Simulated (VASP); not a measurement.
Input of a VASP 6.6.1 run:

The input POSCAR:

```
CdS
1.0
    0.0000000000      2.7532440000      2.7532440000
    2.7532440000      0.0000000000      2.7532440000
    2.7532440000      2.7532440000      0.0000000000
Cd S
1 1
Direct
    0.0000000000      0.0000000000      0.0000000000
    0.5000000000      0.5000000000      0.5000000000
```

The input INCAR.step1:

```
ALGO     = Normal         # electronic algorithm
EDIFF    = 1E-5           # SCF threshold, eV
ENCUT    = 400            # plane-wave cutoff, eV
GGA      = PE             # functional
GGA_COMPAT= F            
ISIF     = 2              # what is computed and relaxed
ISMEAR   = -1             # smearing method
LASPH    = T              # aspherical terms in the spheres
LCHARG   = F              # write CHGCAR
LREAL    = F              # projectors in reciprocal space
LWAVE    = T              # write WAVECAR
NBANDS   = 16             # bands
NELM     = 120            # most SCF steps
PREC     = Accurate       # precision mode
SIGMA    = 0.1            # smearing width, eV
```

INCAR.step2

```
AEXX     = 0.25           # exact-exchange fraction
ALGO     = Normal         # electronic algorithm
EDIFF    = 1E-6           # SCF threshold, eV
ENCUT    = 400            # plane-wave cutoff, eV
GGA      = PE             # functional
GGA_COMPAT= F            
ISIF     = 2              # what is computed and relaxed
ISMEAR   = -1             # smearing method
ISTART   = 1            
LASPH    = T              # aspherical terms in the spheres
LCHARG   = F              # write CHGCAR
LHFCALC  = T              # exact exchange
LREAL    = F              # projectors in reciprocal space
LWAVE    = F              # write WAVECAR
NBANDS   = 16             # bands
NELM     = 120            # most SCF steps
PREC     = Accurate       # precision mode
PRECFOCK = Normal       
SIGMA    = 0.1            # smearing width, eV
```

Contents of KPOINTS:

```
k-points
0
Gamma
  4 4 4
```

Potentials or basis: VASP PAW PBE potentials, release 64 (Cd, S).

Run with:

```sh
$ cat potpaw_PBE.64/Cd/POTCAR potpaw_PBE.64/S/POTCAR > POTCAR
$ cp INCAR.step1 INCAR
$ mpirun -np 1 vasp_std > vasp.out
$ cp INCAR.step2 INCAR
$ mpirun -np 1 vasp_std > vasp.out
```

Problem. Predict the band gap on the k mesh.

Solution. 1.94 eV (least direct gap 3.28 eV).

Problem. Predict the pressure.

Solution. -2.4 GPa.

Caveat: the k points lie up to 0.49 Å⁻¹ apart; the PAW data sets were made with another functional, which shifts forces and pressure a little. A k mesh can miss the band edges.
